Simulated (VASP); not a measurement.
Wanted: the native input for a VASP 6.6.1 run.

```
Task                   : single point
Functional             : PBEsol
Potentials or basis    : VASP PAW PBE potentials, release 64 (Re)
Cutoff                 : 600 eV
k mesh                 : 13 × 13 × 13
Occupations            : gaussian, width 0.1 eV
Spin                   : no spin polarisation
Dipole correction      : no
Further INCAR settings : ALGO = Normal; EDIFF = 1e-06; NBANDS = 14
```

The structure of Re lies in POSCAR:

```
Re
1.0
    0.0000000000      2.7970083772      2.7970083772
    2.7970083772      0.0000000000      2.7970083772
    2.7970083772      2.7970083772      0.0000000000
Re
2
Direct
    1.0000000000      1.0000000000      1.0000000000
    0.2500000000      0.2500000000      0.2500000000
```

This isn't the form of Re at room conditions, which is hcp.

These files were run (other wordings do the same):

INCAR

```
ALGO = Normal
EDIFF = 1E-6
ENCUT = 600
GGA = PS
GGA_COMPAT = False
ISIF = 2
ISMEAR = 0
LASPH = True
LCHARG = False
LREAL = False
LWAVE = False
NBANDS = 14
NELM = 120
PREC = Accurate
SIGMA = 0.1
```

KPOINTS

```
k-points
0
Gamma
  13 13 13
```

Potentials or basis: VASP PAW PBE potentials, release 64 (Re).

Command:

```bash
$ cat potpaw_PBE.64/Re/POTCAR > POTCAR
$ mpirun -np 1 vasp_std > vasp.out
```

It gave:

- Pressure: -1.6 GPa
- Band gap on the k mesh: zero (bands 7 and 8 overlap by 1.14 eV)

Caveat: the PAW data sets were made with another functional, which shifts forces and pressure a little; spin-orbit coupling is left out, which moves the levels of the heavy elements.

Run time: 23 s on 1 thread of Intel(R) Xeon(R) Platinum 8559C (Emerald Rapids) (shared host), peak memory 0.2 GiB.
